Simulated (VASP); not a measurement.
MgO: single point with PBE

MgO:

```
Mg O
1.0
     0.00000    1.97729    1.97729
     1.97729    0.00000    1.97729
     1.97729    1.97729    0.00000
Mg O
1 1
Direct
  0.00000 0.00000 0.00000
  0.50000 0.50000 0.50000
```

```yaml
Program: VASP 6.6.1
Task: single point
Functional: PBE
Potentials_or_basis: VASP PAW PBE potentials, release 64 (Mg, O)
Cutoff: 600 eV
k_mesh: 13 × 13 × 13
Occupations: fermi-dirac, width 0.02 eV
Spin: no spin polarisation
```

| Quantity | Value |
| --- | --- |
| Pressure | 50.4 GPa |
| Band gap on the k mesh | 6.80 eV |

Levels at points of the mesh, in eV from the valence-band top:
```
           k point  band 1  band 2  band 3  band 4  band 5  band 6  band 7  band 8  band 9
(0.00, 0.00, 0.00)  -18.35    0.00    0.00    0.00    6.80   16.86   16.86   16.86   21.31
```

Wall time 5.4 s on 1 thread of Intel(R) Xeon(R) 6975P-C (Granite Rapids), with other jobs on the host, peak memory 0.15 GiB.

Caveat: the cell stands under pressure; an odd mesh through Γ misses points on the zone boundary, where band edges can lie.
